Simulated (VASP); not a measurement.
# I (Fd-3m) in VASP: notebook

The runs below take I through single point, with LDA.

Program: VASP 6.6.1. These are calculated values, not measurements. Logs are shortened: lines on timing, memory, paths and dates and some standing lists are left out, and cuts for length are marked.

### Step 1. The cell of the first run

The structure is cubic, space group Fd-3m (No. 227). Conventional cell: a = 7.008 Å, b = 7.008 Å, c = 7.008 Å, α = 90.00°, β = 90.00°, γ = 90.00°. I (site symmetry -43m) has 4 I at 3.03 Å within 4.0 Å.

### Step 2. Single point, LDA (43.02 Å³/atom)

File INCAR:

```
  PREC = Accurate
  ENCUT = 520
  EDIFF = 1E-7
  ISMEAR = -1
  SIGMA = 0.08
  LREAL = False
  LASPH = True
  NELM = 100
  ALGO = Normal
  ISIF = 2
  LWAVE = False
  LCHARG = False
  NBANDS = 14
```

File KPOINTS:

```
regular mesh
0
Gamma
  11 11 11
```

File POSCAR:

```
I
1.0
    0.0000000000      3.5039541042      3.5039541042
    3.5039541042      0.0000000000      3.5039541042
    3.5039541042      3.5039541042      0.0000000000
I
2
Direct
   -0.1250000000     -0.1250000000     -0.1250000000
    0.1250000000      0.1250000000      0.1250000000
```

Potentials or basis: VASP PAW LDA potentials, release 64 (I).

Launch:

```console
> cat potpaw_LDA.64/I/POTCAR > POTCAR
> mpirun -np 1 vasp_std > vasp.out
```

OUTCAR:

```text
PREC = Accurate
   ENCUT = 520
   EDIFF = 1E-7
   ISMEAR = -1
   LREAL = False
   LASPH = True
   NELM = 100
   ISIF = 2

 ion  position               nearest neighbor table
   1  0.875  0.875  0.875-   2 3.03   2 3.03   2 3.03   2 3.03
   2  0.125  0.125  0.125-   1 3.03   1 3.03   1 3.03   1 3.03

  LATTYP: Found a face centered cubic cell.
 ALAT       =     7.0079082084

  Lattice vectors:

 A1 = (   0.0000000000,   3.5039541042,   3.5039541042)
 A2 = (   3.5039541042,   0.0000000000,   3.5039541042)
 A3 = (   3.5039541042,   3.5039541042,   0.0000000000)

Analysis of symmetry for initial positions (statically):
=====================================================================
 Subroutine PRICEL returns:
 Original cell was already a primitive cell.

 Routine SETGRP: Setting up the symmetry group for a
 face centered cubic supercell.

 Subroutine GETGRP returns: Found 48 space group operations
 (whereof 12 operations were pure point group operations)
 out of a pool of 48 trial point group operations.

The static configuration has the point symmetry D_3d.
 The point group associated with its full space group is O_h .

Analysis of symmetry for dynamics (positions and initial velocities):
=====================================================================
 Subroutine PRICEL returns:
 Original cell was already a primitive cell.

 Routine SETGRP: Setting up the symmetry group for a
 face centered cubic supercell.

 Subroutine GETGRP returns: Found 48 space group operations
 (whereof 12 operations were pure point group operations)
 out of a pool of 48 trial point group operations.

The dynamic configuration has the point symmetry D_3d.
 The point group associated with its full space group is O_h .

 Subroutine INISYM returns: Found 48 space group operations
 (whereof 12 operations are pure point group operations),
 and found     1 'primitive' translations

----------------------------------------------------------------------------------------

                                     Primitive cell

  volume of cell :      86.0410

  direct lattice vectors                    reciprocal lattice vectors
     0.000000000  3.503954104  3.503954104    -0.142695933  0.142695933  0.142695933
     3.503954104  0.000000000  3.503954104     0.142695933 -0.142695933  0.142695933
     3.503954104  3.503954104  0.000000000     0.142695933  0.142695933 -0.142695933

  length of vectors
     4.955339416  4.955339416  4.955339416     0.247156606  0.247156606  0.247156606

  position of ions in fractional coordinates (direct lattice)
[... 85 lines left out ...]
   ISIF   =      2    stress and relaxation
   ISYM   =      2    0-nonsym 1-usesym 2-fastsym
   POTIM  = 0.5000    time-step for ionic-motion
   TEBEG  =    0.0;   TEEND  =   0.0 temperature during run
   PSTRESS=    0.0 pullay stress
   NELECT =      14.0000    total number of electrons
   NUPDOWN=      -1.0000    fix difference up-down
   EMIN   =  10.00;   EMAX   =-10.00  energy-range for DOS
   EFERMI =   0.00;   METHOD = LEGACY
   ISMEAR =    -1;   SIGMA  =   0.08  broadening in eV -4-tet -1-fermi 0-gaus
   EFERMI_NEDOS =   21; number of points for ismear=-14 and -15
   IALGO  =     38    algorithm
   IMIX   =      4    mixing-type and parameters
     AMIX     =   0.40;   BMIX     =  1.00
     AMIX_MAG =   1.60;   BMIX_MAG =  1.00
  volume/ion in A,a.u.               =      43.02       290.32
  Fermi-wavevector in a.u.,A,eV,Ry     =   0.893749  1.688941 10.868171  0.798788
  Thomas-Fermi vector in A             =   2.015867
   LORBIT       =      0    0 simple, 1 ext, 2 COOP (PROOUT), +10 PAW based schemes
   GGA     = CA    functional components
   LHFCALC =     F    Hartree Fock is set to
   AEXX    =    0.0000 exact exchange contribution
   IVDW    =     0    specifies the selected vdW correction
   LEPSILON=     F    determine dielectric tensor
   LRPA    =     F    only Hartree local field effects (RPA)
 non-spin polarized calculation
  energy-cutoff  :      520.00
  volume of cell :       86.04
 maximum number of plane-waves:      2331
 NGX is ok and might be reduce to    40
   NGX = 19   NGY = 19   NGZ = 19

 number of electron      13.9999999 magnetization

 Free energy of the ion-electron system (eV)
  ---------------------------------------------------
  ext. energy  EPLUGINS =         0.00000000
  ---------------------------------------------------
  free energy    TOTEN  =        -2.46608732 eV

  energy without entropy =       -2.40447097  energy(sigma->0) =       -2.43527915

 E-fermi :   3.4269     XC(G=0):  -8.1272

 val. band max:        3.4194945868   @ k =   0.4545   0.1818   0.0909
 cond. band min:       3.4399618272   @ k =  -0.3636   0.0909   0.0000
 fundamental gap:      0.0204672404
 Fermi energy:         3.4268798041

 k-point     1 :       0.0000    0.0000    0.0000
  band No.  band energies     occupation
      1     -11.4525      2.00000
      2      -7.6015      2.00000
      3      -0.5750      2.00000
      4      -0.5750      2.00000
      5      -0.5750      2.00000
      6       1.8495      2.00000
      7       1.8495      2.00000
      8       1.8495      2.00000
      9       6.8865      0.00000
     10       9.4457      0.00000
     11       9.4457      0.00000
     12      11.0316      0.00000
     13      11.0316      0.00000
     14      11.0316      0.00000
[... 377 lines left out ...]
      1     -11.0315      2.00000
      2      -8.4208      2.00000
      3      -1.4445      2.00000
      4      -0.8986      2.00000
      5      -0.2990      2.00000
      6       2.2175      2.00000
      7       2.3919      2.00000
      8       3.0304      1.98602
      9       8.3629      0.00000
     10       8.5225      0.00000
     11       9.1307      0.00000
     12      11.4947      0.00000
     13      11.6283      0.00000
     14      12.4491      0.00000

 [... further k-points ...]
[... 5 lines left out ...]
  --------------------------------------------------------------------------------------
  -------------------------------------------------------------------------------------
  Total        3.2292150      3.2292150      3.2292150     -0.0000000      0.0000000     -0.0000000
  in kB       60.1315393     60.1315393     60.1315393     -0.0000000      0.0000000     -0.0000000
  external PRESSURE =      60.1315393 kB  Pullay stress =       0.0000000 kB

 VOLUME and BASIS-vectors are now :
 -----------------------------------------------------------------------------
  energy-cutoff  :      520.00
  volume of cell :       86.04
      direct lattice vectors                 reciprocal lattice vectors
     0.000000000  3.503954104  3.503954104    -0.142695933  0.142695933  0.142695933
     3.503954104  0.000000000  3.503954104     0.142695933 -0.142695933  0.142695933
     3.503954104  3.503954104  0.000000000     0.142695933  0.142695933 -0.142695933

 POSITION                                       TOTAL-FORCE (eV/Angst)
 -----------------------------------------------------------------------------------
      6.13192      6.13192      6.13192        -0.000000     -0.000000     -0.000000
      0.87599      0.87599      0.87599         0.000000      0.000000      0.000000
 -----------------------------------------------------------------------------------
    total drift:                                0.000000      0.000000     -0.000000

  FREE ENERGIE OF THE ION-ELECTRON SYSTEM (eV)
  ---------------------------------------------------
  free  energy   TOTEN  =        -2.4660873196 eV

  energy  without entropy=       -2.4044709734  energy(sigma->0) =       -2.43527915
```

stdout:

```text
POSCAR found type information on POSCAR I
 POSCAR found :  1 types and       2 ions
 scaLAPACK will be used
 LDA part: xc-table for (Slater(with rela. corr.)+CA(PZ))
 , standard interpolation
 POSCAR, INCAR and KPOINTS ok, starting setup
 FFT: planning ... GRIDC
 FFT: planning ... GRID_SOFT
 FFT: planning ... GRID
 WAVECAR not read
 entering main loop
```

Wall time 36 s (1 thread of Intel Xeon Platinum 8124M at 3.00GHz (Skylake/Cascade Lake), shared host); peak memory 0.22 GiB.

Results:

| Property | Result |
| --- | --- |
| Free energy | -2.4661 eV |
| Pressure | 6.0 GPa |
| Band gap on the k mesh | zero (bands 7 and 8 overlap by 2.26 eV) |

Caveat: the cell stands under pressure; spin-orbit coupling is left out, which moves the levels of the heavy elements.

### Step 3. Single point, LDA (43.02 Å³/atom)

File INCAR:

```
SYSTEM = I
ALGO = Normal
EDIFF = 1E-6
ENCUT = 520
ISIF = 2
ISMEAR = -1
LASPH = .True.
LCHARG = .False.
LREAL = .False.
LWAVE = .False.
NBANDS = 14
NELM = 100
PREC = Accurate
SIGMA = 0.08
```

File KPOINTS:

```
k-points
0
Gamma
  11 11 11
  0 0 0
```

POSCAR is that of step 2.

Potentials or basis: VASP PAW LDA potentials, release 64 (I).

Launch:

```console
> cat potpaw_LDA.64/I/POTCAR > POTCAR
> mpirun -np 1 vasp_std > vasp.out
```

OUTCAR:

```text
SYSTEM = I
   EDIFF = 1E-6
   ENCUT = 520
   ISIF = 2
   ISMEAR = -1
   LASPH = .True.
   LREAL = .False.
   NELM = 100
   PREC = Accurate

 ion  position               nearest neighbor table
   1  0.875  0.875  0.875-   2 3.03   2 3.03   2 3.03   2 3.03
   2  0.125  0.125  0.125-   1 3.03   1 3.03   1 3.03   1 3.03

  LATTYP: Found a face centered cubic cell.
 ALAT       =     7.0079082084

  Lattice vectors:

 A1 = (   0.0000000000,   3.5039541042,   3.5039541042)
 A2 = (   3.5039541042,   0.0000000000,   3.5039541042)
 A3 = (   3.5039541042,   3.5039541042,   0.0000000000)

Analysis of symmetry for initial positions (statically):
=====================================================================
 Subroutine PRICEL returns:
 Original cell was already a primitive cell.

 Routine SETGRP: Setting up the symmetry group for a
 face centered cubic supercell.

 Subroutine GETGRP returns: Found 48 space group operations
 (whereof 12 operations were pure point group operations)
 out of a pool of 48 trial point group operations.

The static configuration has the point symmetry D_3d.
 The point group associated with its full space group is O_h .

Analysis of symmetry for dynamics (positions and initial velocities):
=====================================================================
 Subroutine PRICEL returns:
 Original cell was already a primitive cell.

 Routine SETGRP: Setting up the symmetry group for a
 face centered cubic supercell.

 Subroutine GETGRP returns: Found 48 space group operations
 (whereof 12 operations were pure point group operations)
 out of a pool of 48 trial point group operations.

The dynamic configuration has the point symmetry D_3d.
 The point group associated with its full space group is O_h .

 Subroutine INISYM returns: Found 48 space group operations
 (whereof 12 operations are pure point group operations),
 and found     1 'primitive' translations

----------------------------------------------------------------------------------------

                                     Primitive cell
[... 116 lines left out ...]
   GGA     = CA    functional components
   LHFCALC =     F    Hartree Fock is set to
   AEXX    =    0.0000 exact exchange contribution
   IVDW    =     0    specifies the selected vdW correction
   LEPSILON=     F    determine dielectric tensor
   LRPA    =     F    only Hartree local field effects (RPA)
 non-spin polarized calculation
  energy-cutoff  :      520.00
  volume of cell :       86.04
 maximum number of plane-waves:      2331
 NGX is ok and might be reduce to    40
   NGX = 19   NGY = 19   NGZ = 19

 number of electron      13.9999999 magnetization

 Free energy of the ion-electron system (eV)
  ---------------------------------------------------
  ext. energy  EPLUGINS =         0.00000000
  ---------------------------------------------------
  free energy    TOTEN  =        -2.46608698 eV

  energy without entropy =       -2.40447179  energy(sigma->0) =       -2.43527938

 E-fermi :   3.4272     XC(G=0):  -8.1269

 val. band max:        3.4198622221   @ k =   0.4545   0.1818   0.0909
 cond. band min:       3.4403401513   @ k =  -0.3636   0.0909   0.0000
 fundamental gap:      0.0204779292
 Fermi energy:         3.4272442763

 k-point     1 :       0.0000    0.0000    0.0000
  band No.  band energies     occupation
      1     -11.4521      2.00000
      2      -7.6010      2.00000
      3      -0.5746      2.00000
      4      -0.5746      2.00000
      5      -0.5746      2.00000
      6       1.8498      2.00000
      7       1.8498      2.00000
      8       1.8498      2.00000
      9       6.8868      0.00000
     10       9.4459      0.00000
     11       9.4459      0.00000
     12      11.0318      0.00000
     13      11.0318      0.00000
     14      11.0318      0.00000
[... 377 lines left out ...]
      1     -11.0311      2.00000
      2      -8.4203      2.00000
      3      -1.4442      2.00000
      4      -0.8983      2.00000
      5      -0.2987      2.00000
      6       2.2179      2.00000
      7       2.3922      2.00000
      8       3.0308      1.98602
      9       8.3633      0.00000
     10       8.5226      0.00000
     11       9.1309      0.00000
     12      11.4949      0.00000
     13      11.6285      0.00000
     14      12.4493      0.00000

 [... further k-points ...]
[... 5 lines left out ...]
  --------------------------------------------------------------------------------------
  -------------------------------------------------------------------------------------
  Total        3.2255979      3.2255979      3.2255979     -0.0000000      0.0000000      0.0000000
  in kB       60.0641856     60.0641856     60.0641856     -0.0000000      0.0000000      0.0000000
  external PRESSURE =      60.0641856 kB  Pullay stress =       0.0000000 kB

 VOLUME and BASIS-vectors are now :
 -----------------------------------------------------------------------------
  energy-cutoff  :      520.00
  volume of cell :       86.04
      direct lattice vectors                 reciprocal lattice vectors
     0.000000000  3.503954104  3.503954104    -0.142695933  0.142695933  0.142695933
     3.503954104  0.000000000  3.503954104     0.142695933 -0.142695933  0.142695933
     3.503954104  3.503954104  0.000000000     0.142695933  0.142695933 -0.142695933

 POSITION                                       TOTAL-FORCE (eV/Angst)
 -----------------------------------------------------------------------------------
      6.13192      6.13192      6.13192        -0.000000     -0.000000     -0.000000
      0.87599      0.87599      0.87599         0.000000      0.000000      0.000000
 -----------------------------------------------------------------------------------
    total drift:                                0.000000      0.000000     -0.000000

  FREE ENERGIE OF THE ION-ELECTRON SYSTEM (eV)
  ---------------------------------------------------
  free  energy   TOTEN  =        -2.4660869772 eV

  energy  without entropy=       -2.4044717905  energy(sigma->0) =       -2.43527938
```

stdout:

```text
POSCAR found type information on POSCAR I
 POSCAR found :  1 types and       2 ions
 scaLAPACK will be used
 LDA part: xc-table for (Slater(with rela. corr.)+CA(PZ))
 , standard interpolation
 POSCAR, INCAR and KPOINTS ok, starting setup
 FFT: planning ... GRIDC
 FFT: planning ... GRID_SOFT
 FFT: planning ... GRID
 WAVECAR not read
 entering main loop
```

Run time: 30 s. Hardware: 1 thread of Intel Xeon Platinum 8124M at 3.00GHz (Skylake/Cascade Lake), shared host; peak memory 0.21 GiB.

What came out:

```yaml
Free_energy: -2.4661 eV
Pressure: 6.0 GPa
Band_gap_on_the_k_mesh: zero (bands 7 and 8 overlap by 2.26 eV)
```

Caveat: the cell stands under pressure; spin-orbit coupling is left out, which moves the levels of the heavy elements.
